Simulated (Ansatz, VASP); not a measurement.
One calculation of Ge, two programs

```
CELL_PARAMETERS angstrom
0.00000 2.97680 2.48146
2.97680 0.00000 2.48146
2.97680 2.97680 0.00000
ATOMIC_POSITIONS crystal
Ge 0.50000 0.50000 0.50000
Ge 0.75000 0.75000 0.75000
```

Alike in both runs: task single point; functional PBE; k mesh 14 × 14 × 14; occupations gaussian, width 0.15 eV; no spin polarisation.

```csv
,VASP,Ansatz
version,VASP 6.6.1,Ansatz 0.2.0
potentials or method,"VASP PAW PBE potentials, release 64 (Ge_d), cutoff 520 eV","scalar-relativistic, plane waves, PAW"
valence electrons in the cell,28,28
```

|  | VASP | Ansatz | Ansatz less VASP |
| --- | --- | --- | --- |
| gap on the k mesh at the Fermi level (eV) | none | none | - |
| pressure (GPa) | 5.2 | 5.3 | +0.03 |
| traceless stress, the component that is largest in VASP (GPa) | 4.77 | 4.75 | -0.018 |

A gap of «none» marks a metal or a gap that the smearing closes.
